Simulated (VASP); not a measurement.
Here is a VASP 6.6.1 calculation.

Contents of INCAR:

```
SYSTEM = MoSe
PREC     = Accurate       ! precision mode
ENCUT    = 520            ! plane-wave cutoff, eV
EDIFF    = 1E-6           ! SCF threshold, eV
ISMEAR   = 0              ! smearing method
SIGMA    = 0.1            ! smearing width, eV
LREAL    = .False.        ! projectors in reciprocal space
LASPH    = .True.         ! aspherical terms in the spheres
NELM     = 150            ! most SCF steps
ALGO     = Normal         ! electronic algorithm
ISIF     = 2              ! what is computed and relaxed
LWAVE    = .False.        ! write WAVECAR
LCHARG   = .True.         ! write CHGCAR
ISPIN    = 2              ! spin polarisation
MAGMOM   = 3.5 0          ! initial moments
LORBIT   = 11             ! projections on sites
LMAXMIX  = 4              ! l up to which the mixer works
GGA      = PS             ! functional
LELF     = .True.         ! ELF
LVHAR    = .True.       
NBANDS   = 21             ! bands
```

The input KPOINTS:

```
Automatic mesh
0
Gamma
  14 14 14
  0 0 0
```

POSCAR

```
MoSe
1.0
    0.0000000000      2.3902805475      2.3902805475
    2.3902805475      0.0000000000      2.3902805475
    2.3902805475      2.3902805475      0.0000000000
Mo Se
1 1
Direct
    0.0000000000      0.0000000000      0.0000000000
    0.5000000000      0.5000000000      0.5000000000
```

Potentials or basis: VASP PAW PBE potentials, release 64 (Mo_sv, Se).

The run is started by

```console
$ cat potpaw_PBE.64/Mo_sv/POTCAR potpaw_PBE.64/Se/POTCAR > POTCAR
$ mpirun -np 1 vasp_std > vasp.out
```

(1) What does it give for the band gap on the k mesh?

(2) Estimate the pressure.

Answers

(1) zero (filled and empty bands overlap).

(2) 60.4 GPa.

Caveat: the cell stands under pressure; the PAW data sets were made with another functional, which shifts forces and pressure a little.
